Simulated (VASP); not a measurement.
# Hf (Im-3m) in VASP: notebook, part 3 of 3

VASP 6.6.1. Earlier steps stand in the parts before.

## Step 4: Single point, HSE06 (22.43 Å³/atom)

File POSCAR:

```
Hf
1.0
   -1.7765600319      1.7765600319      1.7765600319
    1.7765600319     -1.7765600319      1.7765600319
    1.7765600319      1.7765600319     -1.7765600319
Hf
1
Direct
    0.0000000000      0.0000000000      0.0000000000
```

File INCAR.step1:

```
SYSTEM = Hf
PREC = Accurate ; ENCUT = 520
EDIFF = 1E-5 ; ISMEAR = 0
SIGMA = 0.05 ; LREAL = .False.
LASPH = .True. ; NELM = 100
ALGO = Normal ; ISIF = 2
LWAVE = .True. ; LCHARG = .False.
GGA = PE ; NBANDS = 11
```

File INCAR.step2:

```
SYSTEM = Hf
PREC = Accurate ; ENCUT = 520
EDIFF = 1E-6 ; ISMEAR = 0
SIGMA = 0.05 ; LREAL = .False.
LASPH = .True. ; NELM = 100
ALGO = Normal ; ISIF = 2
LWAVE = .False. ; LCHARG = .False.
GGA = PE ; LHFCALC = .True.
HFSCREEN = 0.2079 ; PRECFOCK = Normal
ISTART = 1 ; NBANDS = 11
```

File KPOINTS:

```
regular mesh
0
Gamma
  8 8 8
  0 0 0
```

Potentials or basis: VASP PAW PBE potentials, release 64 (Hf_pv).

Run with:

```console
cat potpaw_PBE.64/Hf_pv/POTCAR > POTCAR
cp INCAR.step1 INCAR
mpirun -np 1 vasp_std > vasp.out
cp INCAR.step2 INCAR
mpirun -np 1 vasp_std > vasp.out
```

OUTCAR:

```text
SYSTEM = Hf
   PREC = Accurate
   ENCUT = 520
   EDIFF = 1E-6
   ISMEAR = 0
   LREAL = .False.
   LASPH = .True.
   NELM = 100
   ISIF = 2
   GGA = PE
   LHFCALC = .True.
   HFSCREEN = 0.2079
   PRECFOCK = Normal
   ISTART = 1

 ion  position               nearest neighbor table
   1  0.000  0.000  0.000-

  LATTYP: Found a body centered cubic cell.
 ALAT       =     3.5531200638

  Lattice vectors:

 A1 = (  -1.7765600319,   1.7765600319,   1.7765600319)
 A2 = (   1.7765600319,  -1.7765600319,   1.7765600319)
 A3 = (   1.7765600319,   1.7765600319,  -1.7765600319)

Analysis of symmetry for initial positions (statically):
=====================================================================
 Subroutine PRICEL returns:
 Original cell was already a primitive cell.

 Routine SETGRP: Setting up the symmetry group for a
 body centered cubic supercell.

 Subroutine GETGRP returns: Found 48 space group operations
 (whereof 48 operations were pure point group operations)
 out of a pool of 48 trial point group operations.

The static configuration has the point symmetry O_h .

Analysis of symmetry for dynamics (positions and initial velocities):
=====================================================================
 Subroutine PRICEL returns:
 Original cell was already a primitive cell.

 Routine SETGRP: Setting up the symmetry group for a
 body centered cubic supercell.

 Subroutine GETGRP returns: Found 48 space group operations
 (whereof 48 operations were pure point group operations)
 out of a pool of 48 trial point group operations.

The dynamic configuration has the point symmetry O_h .

 Subroutine INISYM returns: Found 48 space group operations
 (whereof 48 operations are pure point group operations),
 and found     1 'primitive' translations

----------------------------------------------------------------------------------------

                                     Primitive cell

[... 121 lines left out ...]
   HFSCREEN=    0.2079 screening length (either q_TF or 0.3 A-1)
   HFSCREENC=   0.2079 screening length for correlation (either q_TF or 0.3 A-1)
   ENCUTFOCK=  -1.0 apply spherical cutoff to Coloumb kernel
   IVDW    =     0    specifies the selected vdW correction
   LEPSILON=     F    determine dielectric tensor
   LRPA    =     F    only Hartree local field effects (RPA)
 non-spin polarized calculation
 Gauss-broadening in eV      SIGMA  =   0.05
  energy-cutoff  :      520.00
  volume of cell :       22.43
 maximum number of plane-waves:       622
  NGX = 18; NGY = 18; NGZ = 18

 number of electron      10.0000001 magnetization

 Free energy of the ion-electron system (eV)
  ---------------------------------------------------
  ext. energy  EPLUGINS =         0.00000000
  ---------------------------------------------------
  free energy    TOTEN  =       -10.98406334 eV

  energy without entropy =      -10.98000887  energy(sigma->0) =      -10.98203611

 E-fermi :   4.4776     XC(G=0):  -9.2775

 val. band max:        4.4589297451   @ k =   0.5000   0.5000   0.1250
 cond. band min:       4.4922097995   @ k =   0.2500   0.2500   0.0000
 fundamental gap:      0.0332800544
 Fermi energy:         4.4775750440

 k-point     1 :       0.0000    0.0000    0.0000
  band No.  band energies     occupation
      1     -27.6968      2.00000
      2     -27.6968      2.00000
      3     -27.6968      2.00000
      4      -3.6020      2.00000
      5       6.6005      0.00000
      6       6.6005      0.00000
      7       6.6005      0.00000
      8       9.4743      0.00000
      9       9.4743      0.00000
     10      18.6092      0.00000
     11      18.6092      0.00000
[... 309 lines left out ...]
 k-point    24 :      -0.3750    0.3750    0.2500
  band No.  band energies     occupation
      1     -28.3669      2.00000
      2     -28.0986      2.00000
      3     -28.0227      2.00000
      4       1.7567      2.00000
      5       3.1724      2.00000
      6       6.6886      0.00000
      7       7.1990      0.00000
      8      10.1516      0.00000
      9      10.7387      0.00000
     10      17.4984      0.00000
     11      19.0282      0.00000

 [... further k-points ...]

------------------------ aborting loop because EDIFF is reached ----------------------------------------

  FORCE on cell =-STRESS in cart. coord.  units (eV):
  Direction    XX          YY          ZZ          XY          YZ          ZX
  --------------------------------------------------------------------------------------
  -------------------------------------------------------------------------------------
  Total       -0.2304014     -0.2304014     -0.2304014     -0.0000000     -0.0000000     -0.0000000
  in kB      -16.4587171    -16.4587171    -16.4587171     -0.0000000     -0.0000000     -0.0000000
  external PRESSURE =     -16.4587171 kB  Pullay stress =       0.0000000 kB

 VOLUME and BASIS-vectors are now :
 -----------------------------------------------------------------------------
  energy-cutoff  :      520.00
  volume of cell :       22.43
      direct lattice vectors                 reciprocal lattice vectors
    -1.776560032  1.776560032  1.776560032     0.000000000  0.281442783  0.281442783
     1.776560032 -1.776560032  1.776560032     0.281442783  0.000000000  0.281442783
     1.776560032  1.776560032 -1.776560032     0.281442783  0.281442783  0.000000000

 POSITION                                       TOTAL-FORCE (eV/Angst)
 -----------------------------------------------------------------------------------
      0.00000      0.00000      0.00000        -0.000000      0.000000     -0.000000
 -----------------------------------------------------------------------------------
    total drift:                                0.000000      0.000000     -0.000000

  FREE ENERGIE OF THE ION-ELECTRON SYSTEM (eV)
  ---------------------------------------------------
  free  energy   TOTEN  =       -10.9840633397 eV

  energy  without entropy=      -10.9800088735  energy(sigma->0) =      -10.98203611
```

OUTCAR.step1:

```text
SYSTEM = Hf
   PREC = Accurate
   ENCUT = 520
   EDIFF = 1E-5
   ISMEAR = 0
   LREAL = .False.
   LASPH = .True.
   NELM = 100
[... 552 lines left out ...]
 -----------------------------------------------------------------------------------
      0.00000      0.00000      0.00000         0.000000      0.000000     -0.000000
 -----------------------------------------------------------------------------------
    total drift:                                0.000000      0.000000      0.000000

  FREE ENERGIE OF THE ION-ELECTRON SYSTEM (eV)
  ---------------------------------------------------
  free  energy   TOTEN  =        -9.7514360205 eV

  energy  without entropy=       -9.7491841948  energy(sigma->0) =       -9.75031011
```

OSZICAR.step1:

```text
N       E                     dE             d eps       ncg     rms          rms(c)
DAV:   1     0.148718212389E+02    0.14872E+02   -0.57986E+03   638   0.845E+02
DAV:   2    -0.960896948567E+01   -0.24481E+02   -0.23715E+02   858   0.163E+02
DAV:   3    -0.100942645575E+02   -0.48530E+00   -0.48168E+00   766   0.156E+01
DAV:   4    -0.100963995894E+02   -0.21350E-02   -0.21346E-02   756   0.126E+00
DAV:   5    -0.100964105043E+02   -0.10915E-04   -0.10915E-04   791   0.791E-02    0.431E+01
DAV:   6    -0.984094164087E+01    0.25547E+00   -0.21834E-01   707   0.345E+00    0.257E+01
DAV:   7    -0.975602557788E+01    0.84916E-01   -0.33056E-01   692   0.410E+00    0.139E+00
DAV:   8    -0.975140838464E+01    0.46172E-02   -0.24705E-02   713   0.112E+00    0.894E-02
DAV:   9    -0.975143314777E+01   -0.24763E-04   -0.33418E-04   810   0.155E-01    0.518E-02
DAV:  10    -0.975143602054E+01   -0.28728E-05   -0.25949E-05   715   0.394E-02
   1 F= -.97514360E+01 E0= -.97503101E+01  d E =-.225183E-02
```

Wall time 34 min (1 thread of Intel Xeon Platinum 8488C (Sapphire Rapids), shared host); peak memory 0.26 GiB.

Results:

* Free energy: -10.9841 eV
* Pressure: -1.6 GPa
* Band gap on the k mesh: zero (bands 5 and 6 overlap by 3.00 eV)

Levels at points of the mesh, in eV from the Fermi level:
```tsv
k point	band 3	band 4	band 5	band 6	band 7	band 8
(0.00, 0.00, 0.00)	-32.17	-8.08	2.12	2.12	2.12	5.00
(0.50, 0.00, 0.00)	-32.18	-3.86	-0.34	0.87	4.82	5.85
(0.50, 0.50, 0.50)	-32.78	-3.06	-3.06	7.62	7.62	7.62
```

Caveat: the PAW data sets were made with another functional, which shifts forces and pressure a little; spin-orbit coupling is left out, which moves the levels of the heavy elements.

## Step 5: Single point, HSE06

This run uses another cell than the first one, of 22.31 Å³/atom.

File POSCAR:

```
Hf
1.0
   -1.7733967552      1.7733967552      1.7733967552
    1.7733967552     -1.7733967552      1.7733967552
    1.7733967552      1.7733967552     -1.7733967552
Hf
1
Direct
    0.0000000000      0.0000000000      0.0000000000
```

File INCAR.step1:

```
PREC = Accurate ; ENCUT = 520
EDIFF = 1E-5 ; ISMEAR = 0
SIGMA = 0.05 ; LREAL = False
LASPH = True ; NELM = 100
ALGO = Normal ; ISIF = 2
LWAVE = True ; LCHARG = False
NBANDS = 11 ; GGA = PE
```

File INCAR.step2:

```
PREC = Accurate ; ENCUT = 520
EDIFF = 1E-6 ; ISMEAR = 0
SIGMA = 0.05 ; LREAL = False
LASPH = True ; NELM = 100
ALGO = Normal ; ISIF = 2
LWAVE = False ; LCHARG = False
GGA = PE ; LHFCALC = True
HFSCREEN = 0.2079 ; PRECFOCK = Normal
NBANDS = 11 ; ISTART = 1
```

File KPOINTS:

```
regular mesh
0
Gamma
  8 8 8
```

Run with:

```console
cat potpaw_PBE.64/Hf_pv/POTCAR > POTCAR
cp INCAR.step1 INCAR
mpirun -np 1 vasp_std > vasp.out
cp INCAR.step2 INCAR
mpirun -np 1 vasp_std > vasp.out
```

Run time: 37 min. Hardware: 1 thread of Intel Xeon Platinum 8488C (Sapphire Rapids), shared host; peak memory 0.26 GiB.

The run converged. Its results:

* Free energy: -10.9852 eV
* Pressure: -1.3 GPa
* Band gap on the k mesh: zero (bands 5 and 6 overlap by 3.00 eV)

Levels at points of the mesh, in eV from the Fermi level:
```tsv
k point	band 2	band 3	band 4	band 5	band 6	band 7	band 8	band 9
(0.00, 0.00, 0.00)	-32.15	-32.15	-8.09	2.13	2.13	2.13	5.02	5.02
(0.50, 0.00, 0.00)	-32.43	-32.15	-3.88	-0.36	0.90	4.84	5.88	8.53
(0.50, 0.50, 0.50)	-32.76	-32.76	-3.08	-3.08	7.66	7.66	7.66	7.84
```

Caveat: the PAW data sets were made with another functional, which shifts forces and pressure a little; spin-orbit coupling is left out, which moves the levels of the heavy elements.

## Step 6: Overview

```tsv
level	cell	grid for exact exchange (PRECFOCK)	share of exact exchange	screening parameter	gap on the mesh (eV)	pressure (GPa)
PBE	a = 3.078 Å, angles 109.5°, 1 atom	-	-	-	none	-1.3
HSE06	a = 3.084 Å, angles 109.5°, 1 atom	Normal	0.25	0.2079 1/Å	none	-2.1
HSE06	a = 3.077 Å, angles 109.5°, 1 atom	Normal	0.25	0.2079 1/Å	none	-1.6
HSE06	a = 3.072 Å, angles 109.5°, 1 atom	Normal	0.25	0.2079 1/Å	none	-1.3
```

Alike in all rows: task single point; potentials or basis VASP PAW PBE potentials, release 64 (Hf_pv); no spin polarisation; k mesh 8 × 8 × 8; cutoff (eV) 520; smearing gaussian 0.05 eV.

Caveats: spin-orbit coupling is left out, which moves the levels of the heavy elements; the PAW data sets were made with another functional, which shifts forces and pressure a little (at least some runs).

Absolute energies hang on the potentials; compare differences alone.
